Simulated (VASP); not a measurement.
# GaAs (F-43m) in VASP: a series of runs, part 2 of 3

VASP 6.6.1. The steps go on from the part before.

## Step 3: Electric field gradients, PBE (volume scaled by 1.02)

INCAR reads:

```
SYSTEM = GaAs
PREC = Accurate
ENCUT = 520
EDIFF = 1E-8
ISMEAR = -1
SIGMA = 0.08
LREAL = .FALSE.
LASPH = .TRUE.
NELM = 100
ALGO = Normal
ISIF = 2
LWAVE = .FALSE.
LCHARG = .FALSE.
GGA = PE
LEFG = .TRUE.
NBANDS = 16
```

KPOINTS reads:

```
regular mesh
0
G
  10 10 10
  0 0 0
```

POSCAR reads:

```
GaAs
1.0
    0.0000000000      2.8455714065      2.8455714065
    2.8455714065      0.0000000000      2.8455714065
    2.8455714065      2.8455714065      0.0000000000
Ga As
1 1
Direct
    0.0000000000      0.0000000000      0.0000000000
    0.7500000000      0.7500000000      0.7500000000
```

Potentials or basis: VASP PAW PBE potentials, release 64 (Ga_d, As).

Started as:

```console
cat potpaw_PBE.64/Ga_d/POTCAR potpaw_PBE.64/As/POTCAR > POTCAR
mpirun -np 1 vasp_std > vasp.out
```

OUTCAR:

```text
SYSTEM = GaAs
   PREC = Accurate
   ENCUT = 520
   EDIFF = 1E-8
   ISMEAR = -1
   LREAL = .FALSE.
   LASPH = .TRUE.
   NELM = 100
   ISIF = 2
   GGA = PE

 ion  position               nearest neighbor table
   1  0.000  0.000  0.000-   2 2.46   2 2.46   2 2.46   2 2.46
   2  0.750  0.750  0.750-   1 2.46   1 2.46   1 2.46   1 2.46

  LATTYP: Found a face centered cubic cell.
 ALAT       =     5.6911428130

  Lattice vectors:

 A1 = (   0.0000000000,   2.8455714065,   2.8455714065)
 A2 = (   2.8455714065,   0.0000000000,   2.8455714065)
 A3 = (   2.8455714065,   2.8455714065,   0.0000000000)

Analysis of symmetry for initial positions (statically):
=====================================================================
 Subroutine PRICEL returns:
 Original cell was already a primitive cell.

 Routine SETGRP: Setting up the symmetry group for a
 face centered cubic supercell.

 Subroutine GETGRP returns: Found 24 space group operations
 (whereof 24 operations were pure point group operations)
 out of a pool of 48 trial point group operations.

The static configuration has the point symmetry T_d .

Analysis of symmetry for dynamics (positions and initial velocities):
=====================================================================
 Subroutine PRICEL returns:
 Original cell was already a primitive cell.

 Routine SETGRP: Setting up the symmetry group for a
 face centered cubic supercell.

 Subroutine GETGRP returns: Found 24 space group operations
 (whereof 24 operations were pure point group operations)
 out of a pool of 48 trial point group operations.

The dynamic configuration has the point symmetry T_d .

 Subroutine INISYM returns: Found 24 space group operations
 (whereof 24 operations are pure point group operations),
 and found     1 'primitive' translations

----------------------------------------------------------------------------------------

                                     Primitive cell

  volume of cell :      46.0828

  direct lattice vectors                    reciprocal lattice vectors
     0.000000000  2.845571406  2.845571406    -0.175711633  0.175711633  0.175711633
     2.845571406  0.000000000  2.845571406     0.175711633 -0.175711633  0.175711633
     2.845571406  2.845571406  0.000000000     0.175711633  0.175711633 -0.175711633

  length of vectors
     4.024245676  4.024245676  4.024245676     0.304341477  0.304341477  0.304341477

  position of ions in fractional coordinates (direct lattice)
     0.000000000  0.000000000  0.000000000
     0.750000000  0.750000000  0.750000000

  ion indices of the primitive-cell ions
   primitive index   ion index
                 1           1
                 2           2

----------------------------------------------------------------------------------------

 KPOINTS: regular mesh

Automatic generation of k-mesh.
 Grid dimensions read from file:
 generate k-points for:   10   10   10

 Generating k-lattice:

[... 68 lines left out ...]
   ISYM   =      2    0-nonsym 1-usesym 2-fastsym
   POTIM  = 0.5000    time-step for ionic-motion
   TEBEG  =    0.0;   TEEND  =   0.0 temperature during run
   PSTRESS=    0.0 pullay stress
   NELECT =      18.0000    total number of electrons
   NUPDOWN=      -1.0000    fix difference up-down
   EMIN   =  10.00;   EMAX   =-10.00  energy-range for DOS
   EFERMI =   0.00;   METHOD = LEGACY
   ISMEAR =    -1;   SIGMA  =   0.08  broadening in eV -4-tet -1-fermi 0-gaus
   EFERMI_NEDOS =   21; number of points for ismear=-14 and -15
   IALGO  =     38    algorithm
   IMIX   =      4    mixing-type and parameters
     AMIX     =   0.40;   BMIX     =  1.00
     AMIX_MAG =   1.60;   BMIX_MAG =  1.00
  volume/ion in A,a.u.               =      23.04       155.49
  Fermi-wavevector in a.u.,A,eV,Ry     =   1.196702  2.261440 19.484859  1.432097
  Thomas-Fermi vector in A             =   2.332636
   LORBIT       =      0    0 simple, 1 ext, 2 COOP (PROOUT), +10 PAW based schemes
   GGA     = PE    functional components
   LHFCALC =     F    Hartree Fock is set to
   AEXX    =    0.0000 exact exchange contribution
   IVDW    =     0    specifies the selected vdW correction
   LEPSILON=     F    determine dielectric tensor
   LRPA    =     F    only Hartree local field effects (RPA)
 non-spin polarized calculation
  energy-cutoff  :      520.00
  volume of cell :       46.08
 maximum number of plane-waves:      1266
 NGX is ok and might be reduce to    30
   NGX = 15   NGY = 15   NGZ = 15

 number of electron      17.9999985 magnetization

 Free energy of the ion-electron system (eV)
  ---------------------------------------------------
  ext. energy  EPLUGINS =         0.00000000
  ---------------------------------------------------
  free energy    TOTEN  =        -8.26641308 eV

  energy without entropy =       -8.26612036  energy(sigma->0) =       -8.26626672

 E-fermi :   4.0203     XC(G=0):  -9.4993

 val. band max:        3.7470435721   @ k =   0.0000   0.0000   0.0000
 cond. band min:       4.1194534650   @ k =   0.0000   0.0000   0.0000
 fundamental gap:      0.3724098929
 Fermi energy:         4.0202552918

 k-point     1 :       0.0000    0.0000    0.0000
  band No.  band energies     occupation
      1     -11.0245      2.00000
      2     -11.0245      2.00000
      3     -11.0245      2.00000
      4     -10.9500      2.00000
      5     -10.9500      2.00000
      6      -8.8379      2.00000
[... 433 lines left out ...]
      3     -10.9894      2.00000
      4     -10.9662      2.00000
      5     -10.9410      2.00000
      6      -7.1556      2.00000
[... 8 lines left out ...]
     15      15.9277      0.00000
     16      16.4495      0.00000

 [... further k-points ...]

------------------------ aborting loop because EDIFF is reached ----------------------------------------

  FORCE on cell =-STRESS in cart. coord.  units (eV):
  Direction    XX          YY          ZZ          XY          YZ          ZX
  --------------------------------------------------------------------------------------
  -------------------------------------------------------------------------------------
  Total        0.5874205      0.5874205      0.5874205      0.0000000      0.0000000     -0.0000000
  in kB       20.4230787     20.4230787     20.4230787      0.0000000      0.0000000     -0.0000000
  external PRESSURE =      20.4230787 kB  Pullay stress =       0.0000000 kB

 VOLUME and BASIS-vectors are now :
 -----------------------------------------------------------------------------
  energy-cutoff  :      520.00
  volume of cell :       46.08
      direct lattice vectors                 reciprocal lattice vectors
     0.000000000  2.845571406  2.845571406    -0.175711633  0.175711633  0.175711633
     2.845571406  0.000000000  2.845571406     0.175711633 -0.175711633  0.175711633
     2.845571406  2.845571406  0.000000000     0.175711633  0.175711633 -0.175711633

 POSITION                                       TOTAL-FORCE (eV/Angst)
 -----------------------------------------------------------------------------------
      0.00000      0.00000      0.00000        -0.000000     -0.000000     -0.000000
      4.26836      4.26836      4.26836         0.000000      0.000000      0.000000
 -----------------------------------------------------------------------------------
    total drift:                               -0.000002     -0.000002     -0.000002

  FREE ENERGIE OF THE ION-ELECTRON SYSTEM (eV)
  ---------------------------------------------------
  free  energy   TOTEN  =        -8.2664130848 eV

  energy  without entropy=       -8.2661203563  energy(sigma->0) =       -8.26626672

 Electric field gradients (V/A^2)
---------------------------------------------------------------------
 ion       V_xx      V_yy      V_zz      V_xy      V_xz      V_yz
---------------------------------------------------------------------
   1      -0.000    -0.000    -0.000    -0.002    -0.002    -0.002
   2       0.000    -0.000     0.000     0.000     0.000     0.000
---------------------------------------------------------------------

 Electric field gradients after diagonalization (V/A^2)
 (convention: |V_zz| > |V_xx| > |V_yy|)
----------------------------------------------------------------------
 ion       V_xx      V_yy      V_zz     asymmetry (V_yy - V_xx)/ V_zz
----------------------------------------------------------------------
   1       0.002     0.002    -0.005       0.000
   2      -0.000    -0.000     0.000       0.000
----------------------------------------------------------------------

           NMR quadrupolar parameters

 Cq : quadrupolar parameter    Cq=e*Q*V_zz/h
 eta: asymmetry parameters     (V_yy - V_xx)/ V_zz
 Q  : nuclear electric quadrupole moment in mb (millibarn)
----------------------------------------------------------------------
 ion       Cq(MHz)       eta       Q (mb)
----------------------------------------------------------------------
   1      -0.000       0.000       1.000
   2       0.000       0.000       1.000
----------------------------------------------------------------------
```

OSZICAR:

```text
N       E                     dE             d eps       ncg     rms          rms(c)
DAV:   1     0.872712208103E+02    0.87271E+02   -0.88954E+03  1520   0.157E+03
DAV:   2    -0.139436274593E+01   -0.88666E+02   -0.84723E+02  1752   0.318E+02
DAV:   3    -0.831348603417E+01   -0.69191E+01   -0.69001E+01  1840   0.680E+01
DAV:   4    -0.842028765016E+01   -0.10680E+00   -0.10679E+00  1848   0.943E+00
DAV:   5    -0.842182814573E+01   -0.15405E-02   -0.15405E-02  1888   0.102E+00    0.284E+00
DAV:   6    -0.828355708482E+01    0.13827E+00   -0.21016E-01  2304   0.774E+00    0.171E+00
DAV:   7    -0.826505680564E+01    0.18500E-01   -0.60859E-02  1840   0.175E+00    0.558E-01
DAV:   8    -0.826589815761E+01   -0.84135E-03   -0.10022E-02  1792   0.112E+00    0.103E-01
DAV:   9    -0.826629505480E+01   -0.39690E-03   -0.93002E-04  1816   0.363E-01    0.511E-02
DAV:  10    -0.826636115520E+01   -0.66100E-04   -0.70019E-05  2024   0.831E-02    0.278E-02
DAV:  11    -0.826641243338E+01   -0.51278E-04   -0.72668E-05  1680   0.631E-02    0.327E-03
DAV:  12    -0.826641274156E+01   -0.30818E-06   -0.11781E-06  1896   0.147E-02    0.144E-03
DAV:  13    -0.826641309380E+01   -0.35224E-06   -0.53781E-07  1824   0.518E-03    0.648E-04
DAV:  14    -0.826641308483E+01    0.89699E-08   -0.91475E-09  1552   0.980E-04
   1 F= -.82664131E+01 E0= -.82662667E+01  d E =-.292729E-03
```

It took 62 s on 1 thread of AMD EPYC 7R43 (Zen 3), shared host; peak memory 0.15 GiB.

What came out:

```
Free energy            : -8.2664 eV
Pressure               : 2.0 GPa
Band gap on the k mesh : 0.37 eV, direct
```

Caveat: without QUAD_EFG the Cq values of the log hold for a quadrupole moment of 1 mb, not for the nuclei.

## Step 4: Electric field gradients, PBE (volume scaled by 1.06)

INCAR reads:

```
PREC = Accurate
ENCUT = 520
EDIFF = 1E-8
ISMEAR = -1
SIGMA = 0.08
LREAL = F
LASPH = T
NELM = 100
ALGO = Normal
ISIF = 2
LWAVE = F
LCHARG = F
GGA = PE
LEFG = T
NBANDS = 16
```

KPOINTS reads:

```
regular mesh
0
Gamma
  10 10 10
```

POSCAR reads:

```
GaAs
1.0
    0.0000000000      2.8822925071      2.8822925071
    2.8822925071      0.0000000000      2.8822925071
    2.8822925071      2.8822925071      0.0000000000
Ga As
1 1
Direct
    0.0000000000      0.0000000000      0.0000000000
    0.7500000000      0.7500000000      0.7500000000
```

Potentials or basis: VASP PAW PBE potentials, release 64 (Ga_d, As).

Started as:

```console
cat potpaw_PBE.64/Ga_d/POTCAR potpaw_PBE.64/As/POTCAR > POTCAR
mpirun -np 1 vasp_std > vasp.out
```

OUTCAR:

```text
PREC = Accurate
   ENCUT = 520
   EDIFF = 1E-8
   ISMEAR = -1
   LREAL = F
   LASPH = T
   NELM = 100
   ISIF = 2
   GGA = PE

 ion  position               nearest neighbor table
   1  0.000  0.000  0.000-   2 2.50   2 2.50   2 2.50   2 2.50
   2  0.750  0.750  0.750-   1 2.50   1 2.50   1 2.50   1 2.50

  LATTYP: Found a face centered cubic cell.
 ALAT       =     5.7645850142

  Lattice vectors:

 A1 = (   0.0000000000,   2.8822925071,   2.8822925071)
 A2 = (   2.8822925071,   0.0000000000,   2.8822925071)
 A3 = (   2.8822925071,   2.8822925071,   0.0000000000)

Analysis of symmetry for initial positions (statically):
=====================================================================
 Subroutine PRICEL returns:
 Original cell was already a primitive cell.

 Routine SETGRP: Setting up the symmetry group for a
 face centered cubic supercell.

 Subroutine GETGRP returns: Found 24 space group operations
 (whereof 24 operations were pure point group operations)
 out of a pool of 48 trial point group operations.

The static configuration has the point symmetry T_d .

Analysis of symmetry for dynamics (positions and initial velocities):
=====================================================================
 Subroutine PRICEL returns:
 Original cell was already a primitive cell.

 Routine SETGRP: Setting up the symmetry group for a
 face centered cubic supercell.

 Subroutine GETGRP returns: Found 24 space group operations
 (whereof 24 operations were pure point group operations)
 out of a pool of 48 trial point group operations.
[... 156 lines left out ...]
  band No.  band energies     occupation
      1     -11.3098      2.00000
      2     -11.3098      2.00000
      3     -11.3098      2.00000
      4     -11.2439      2.00000
      5     -11.2439      2.00000
      6      -8.9219      2.00000
[... 433 lines left out ...]
      3     -11.2792      2.00000
      4     -11.2577      2.00000
      5     -11.2360      2.00000
      6      -7.3405      2.00000
[... 8 lines left out ...]
     15      15.4256      0.00000
     16      15.8246      0.00000

 [... further k-points ...]

------------------------ aborting loop because EDIFF is reached ----------------------------------------

  FORCE on cell =-STRESS in cart. coord.  units (eV):
  Direction    XX          YY          ZZ          XY          YZ          ZX
  --------------------------------------------------------------------------------------
  -------------------------------------------------------------------------------------
  Total       -0.1195696     -0.1195696     -0.1195696      0.0000000      0.0000000      0.0000000
  in kB       -4.0002519     -4.0002519     -4.0002519      0.0000000      0.0000000      0.0000000
  external PRESSURE =      -4.0002519 kB  Pullay stress =       0.0000000 kB

 VOLUME and BASIS-vectors are now :
 -----------------------------------------------------------------------------
  energy-cutoff  :      520.00
  volume of cell :       47.89
      direct lattice vectors                 reciprocal lattice vectors
     0.000000000  2.882292507  2.882292507    -0.173473025  0.173473025  0.173473025
     2.882292507  0.000000000  2.882292507     0.173473025 -0.173473025  0.173473025
     2.882292507  2.882292507  0.000000000     0.173473025  0.173473025 -0.173473025

 POSITION                                       TOTAL-FORCE (eV/Angst)
 -----------------------------------------------------------------------------------
      0.00000      0.00000      0.00000        -0.000000     -0.000000     -0.000000
      4.32344      4.32344      4.32344         0.000000      0.000000      0.000000
 -----------------------------------------------------------------------------------
    total drift:                               -0.000002     -0.000002     -0.000002

  FREE ENERGIE OF THE ION-ELECTRON SYSTEM (eV)
  ---------------------------------------------------
  free  energy   TOTEN  =        -8.2751751470 eV

  energy  without entropy=       -8.2745327529  energy(sigma->0) =       -8.27485395

 Electric field gradients (V/A^2)
---------------------------------------------------------------------
 ion       V_xx      V_yy      V_zz      V_xy      V_xz      V_yz
---------------------------------------------------------------------
   1       0.000     0.000     0.000    -0.000    -0.000    -0.000
   2      -0.000    -0.000     0.000     0.000     0.000     0.000
---------------------------------------------------------------------

 Electric field gradients after diagonalization (V/A^2)
 (convention: |V_zz| > |V_xx| > |V_yy|)
----------------------------------------------------------------------
 ion       V_xx      V_yy      V_zz     asymmetry (V_yy - V_xx)/ V_zz
----------------------------------------------------------------------
   1       0.000     0.000    -0.000       0.000
   2      -0.000    -0.000     0.000       0.000
----------------------------------------------------------------------

           NMR quadrupolar parameters

 Cq : quadrupolar parameter    Cq=e*Q*V_zz/h
 eta: asymmetry parameters     (V_yy - V_xx)/ V_zz
 Q  : nuclear electric quadrupole moment in mb (millibarn)
----------------------------------------------------------------------
 ion       Cq(MHz)       eta       Q (mb)
----------------------------------------------------------------------
   1      -0.000       0.000       1.000
   2       0.000       0.000       1.000
----------------------------------------------------------------------
```

OSZICAR:

```text
N       E                     dE             d eps       ncg     rms          rms(c)
DAV:   1     0.830527635396E+02    0.83053E+02   -0.87292E+03  1528   0.152E+03
DAV:   2    -0.158961134849E+01   -0.84642E+02   -0.80620E+02  1720   0.311E+02
DAV:   3    -0.831994898835E+01   -0.67303E+01   -0.67076E+01  1864   0.674E+01
DAV:   4    -0.842157555860E+01   -0.10163E+00   -0.10162E+00  1848   0.915E+00
DAV:   5    -0.842302604915E+01   -0.14505E-02   -0.14505E-02  1904   0.985E-01    0.273E+00
DAV:   6    -0.828994745001E+01    0.13308E+00   -0.20990E-01  2288   0.744E+00    0.164E+00
DAV:   7    -0.827376455606E+01    0.16183E-01   -0.56262E-02  1848   0.163E+00    0.554E-01
DAV:   8    -0.827465137050E+01   -0.88681E-03   -0.95588E-03  1832   0.108E+00    0.919E-02
DAV:   9    -0.827505309400E+01   -0.40172E-03   -0.91738E-04  1832   0.373E-01    0.528E-02
DAV:  10    -0.827512033025E+01   -0.67236E-04   -0.67310E-05  2000   0.743E-02    0.286E-02
DAV:  11    -0.827517439141E+01   -0.54061E-04   -0.78212E-05  1712   0.640E-02    0.378E-03
DAV:  12    -0.827517472087E+01   -0.32946E-06   -0.12327E-06  1872   0.141E-02    0.160E-03
DAV:  13    -0.827517515136E+01   -0.43049E-06   -0.56782E-07  1856   0.548E-03    0.614E-04
DAV:  14    -0.827517514702E+01    0.43442E-08   -0.12091E-08  1592   0.114E-03
   1 F= -.82751751E+01 E0= -.82748539E+01  d E =-.642394E-03
```

stdout:

```text
POSCAR found type information on POSCAR GaAs
 POSCAR found :  2 types and       2 ions
 scaLAPACK will be used
 LDA part: xc-table for (Slater+PW92), standard interpolation
 POSCAR, INCAR and KPOINTS ok, starting setup
 FFT: planning ... GRIDC
 FFT: planning ... GRID_SOFT
 FFT: planning ... GRID
 WAVECAR not read
 entering main loop
ion   1

ion   2
```

Run time: 58 s. Hardware: 1 thread of AMD EPYC 7R43 (Zen 3), shared host; peak memory 0.16 GiB.

What came out:

```yaml
Free_energy: -8.2752 eV
Pressure: -0.4 GPa
```

Caveat: without QUAD_EFG the Cq values of the log hold for a quadrupole moment of 1 mb, not for the nuclei.

(Continued in part 3 of 3.)
